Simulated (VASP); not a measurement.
AlN, 4 atoms in the cell. The structure is hexagonal, space group P6_3mc (No. 186). The conventional cell has a = 3.114 Å, b = 3.114 Å, c = 5.008 Å, α = 90.00°, β = 90.00°, γ = 120.00°. Al (site symmetry 3m) has 4 N at 1.89 to 1.91 Å within 2.5 Å. Within 2.5 Å of N (site symmetry 3m) lie 4 Al at 1.89 to 1.91 Å.  This cell differs from its parent crystal: z stretched by +0.5 %, x and y held.

- Program: VASP 6.6.1
- Task: relaxation of the atoms
- Functional: PBEsol
- Potentials or basis: VASP PAW PBE potentials, release 64 (Al, N)
- Cutoff: 520 eV
- k mesh: 8 × 8 × 6
- Occupations: gaussian, width 0.01 eV
- Spin: no spin polarisation
- Dipole correction: no
- Further INCAR settings: ALGO = Normal; EDIFF = 1e-06; IBRION = 2; EDIFFG = -0.002; NSW = 50

Potentials or basis: VASP PAW PBE potentials, release 64 (Al, N).

Run with:

```bash
$ cat potpaw_PBE.64/Al/POTCAR potpaw_PBE.64/N/POTCAR > POTCAR
$ mpirun -np 1 vasp_std > vasp.out
```

Hardware: 1 thread of Intel Xeon 8259CL, on a shared host.

Q: Estimate the wall time of this run.

A: Run time: 39 s on 1 thread of Intel Xeon 8259CL, on a shared host, peak memory 0.16 GiB. Counts: scf iterations 20, k points 40, ion steps 3.
